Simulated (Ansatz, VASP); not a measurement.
One calculation of Te, two programs

```
Te
1.0
     6.13952    0.00000    0.00000
     0.00000    6.13952    0.00000
     0.00000    0.00000    6.13952
Te
8
Direct
  0.50000 0.50000 0.50000
  0.00000 0.00000 0.00000
  0.25000 0.00000 0.50000
  0.50000 0.25000 0.00000
  0.50000 0.75000 0.00000
  0.75000 0.00000 0.50000
  0.00000 0.50000 0.75000
  0.00000 0.50000 0.25000
```

Alike in both runs: functional PBE; k mesh 6 × 6 × 6; occupations gaussian, width 0.1 eV; no spin polarisation.

Ansatz relaxed the structure, and its values are those at the end. VASP's run is a single point on that final structure, the one shown.

|  | VASP | Ansatz |
| --- | --- | --- |
| version | VASP 6.6.1 | Ansatz 0.2.0 |
| potentials or method | VASP PAW PBE potentials, release 64 (Te), cutoff 520 eV | scalar-relativistic, plane waves, PAW |
| valence electrons in the cell | 48 | 128 |

|  | VASP | Ansatz | Ansatz less VASP |
| --- | --- | --- | --- |
| gap on the k mesh at the Fermi level (eV) | none | none | - |
| pressure (GPa) | -0.1 | 0.0 | +0.08 |

A gap of «none» marks a metal or a gap that the smearing closes. With one functional, cell and mesh, what is left measures potentials, basis and numerics. VASP's potentials hold 48 valence electrons a cell and Ansatz's 128, so a difference there can come from the potentials and not from the codes.

Spin-orbit coupling is off throughout.
